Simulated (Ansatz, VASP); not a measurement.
## Two plane-wave programs on SnTe

```
CELL_PARAMETERS angstrom
0.00000 3.20826 3.20826
3.20826 0.00000 3.20826
3.20826 3.20826 0.00000
ATOMIC_POSITIONS crystal
Sn 0.50000 0.50000 0.50000
Te 0.00000 0.00000 0.00000
```

Alike in both runs: task single point; functional PBE; k mesh 6 × 6 × 6; occupations gaussian, width 0.05 eV; non-collinear spin, spin-orbit coupling.

|  | VASP | Ansatz |
| --- | --- | --- |
| version | VASP 6.6.1 | Ansatz 0.2.0 |
| potentials or method | VASP PAW PBE potentials, release 64 (Sn_d, Te), cutoff 520 eV | plane waves, PAW |
| valence electrons in the cell | 20 | 30 |

|  | VASP | Ansatz | Ansatz less VASP |
| --- | --- | --- | --- |
| pressure (GPa) | -0.2 | -0.2 | +0.01 |

With one functional, cell and mesh, what is left measures potentials, basis and numerics. VASP's potentials hold 20 valence electrons a cell and Ansatz's 30, so a difference there can come from the potentials and not from the codes.
